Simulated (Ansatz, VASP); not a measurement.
Two plane-wave programs on ZnS

```
Zn S
1.0
     3.78145    0.00000    0.00000
    -1.89072    3.27483    0.00000
     0.00000    0.00000    6.20871
Zn S
2 2
Direct
  0.36341 0.72682 0.00544
  0.63659 0.27318 0.50544
  0.30818 0.61636 0.37956
  0.69182 0.38364 0.87956
```

Change from the starting cell: mode 4 frozen in at +0.000 Å and mode 5 at +0.197 Å (largest displacements).

Alike in both runs: task single point; functional PBEsol; k mesh 9 × 9 × 6; occupations gaussian, width 0.05 eV; no spin polarisation.

|  | VASP | Ansatz |
| --- | --- | --- |
| version | VASP 6.6.1 | Ansatz 0.2.0 |
| potentials or method | VASP PAW PBE potentials, release 64 (Zn, S), cutoff 520 eV | scalar-relativistic, plane waves, PAW |
| valence electrons in the cell | 36 | 36 |

VASP gave:

```
gap on the k mesh at the Fermi level (eV)                     : 2.03
least direct gap on the mesh (eV)                             : 2.03
pressure (GPa)                                                : -0.1
traceless stress, the component that is largest in VASP (GPa) : 0.80
rms of the force components (eV/Å)                            : 0.127
```

Task: Which values does Ansatz return?

Result: gap on the k mesh at the Fermi level (eV): 2.03; least direct gap on the mesh (eV): 2.03; pressure (GPa): -0.4; traceless stress, the component that is largest in VASP (GPa): 0.80; rms of the force components (eV/Å): 0.128.

VASP's potentials were made for PBE, not for PBEsol. Atom by atom the forces differ by 0.002 eV/Å (rms over components).
